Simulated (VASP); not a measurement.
Write the native input for VASP 6.6.1 that does the following.

| Quantity | Value |
| --- | --- |
| Task | electric field gradients |
| Functional | PBE |
| Potentials or basis | VASP PAW PBE potentials, release 64 (Sn_d, Se) |
| Cutoff | 520 eV |
| k mesh | 9 × 9 × 9 |
| Occupations | fermi-dirac, width 0.02 eV |
| Spin | no spin polarisation |
| Dipole correction | no |
| Further INCAR settings | ALGO = Normal; EDIFF = 1e-08; NBANDS = 17 |

The structure of SnSe lies in POSCAR:

```
SnSe
1.0
    0.0602000000      3.0401000000      3.0401000000
    3.0401000000      0.0602000000      3.0401000000
    3.0401000000      3.0401000000      0.0602000000
Sn Se
1 1
Direct
    0.0000000000      0.0000000000      0.0000000000
    0.5000000000      0.5000000000      0.5000000000
```

This cell differs from its parent crystal: equal xy, yz and zx shear strains of +2 %.

The input as run:

INCAR

```
PREC = Accurate
ENCUT = 520
EDIFF = 1E-8
ISMEAR = -1
SIGMA = 0.02
LREAL = False
LASPH = True
NELM = 80
ALGO = Normal
ISIF = 2
LWAVE = False
LCHARG = False
GGA = PE
LEFG = True
NBANDS = 17
```

KPOINTS

```
regular mesh
0
Gamma
  9 9 9
```

Potentials or basis: VASP PAW PBE potentials, release 64 (Sn_d, Se).

Run with:

```bash
$ cat potpaw_PBE.64/Sn_d/POTCAR potpaw_PBE.64/Se/POTCAR > POTCAR
$ mpirun -np 1 vasp_std > vasp.out
```

It gave:

```json
{"Pressure": "1.0 GPa", "Band gap on the k mesh": "0.42 eV, indirect (least direct gap 0.59 eV)"}
```

Caveat: the cell differs from its parent crystal (equal xy, yz and zx shear strains of +2 %); without QUAD_EFG the Cq values of the log hold for a quadrupole moment of 1 mb, not for the nuclei; spin-orbit coupling is left out, which moves the levels of the heavy elements.

Wall time 62 s on 1 thread of Intel(R) Xeon(R) Platinum 8488C (Sapphire Rapids), with other jobs on the host, peak memory 0.22 GiB.
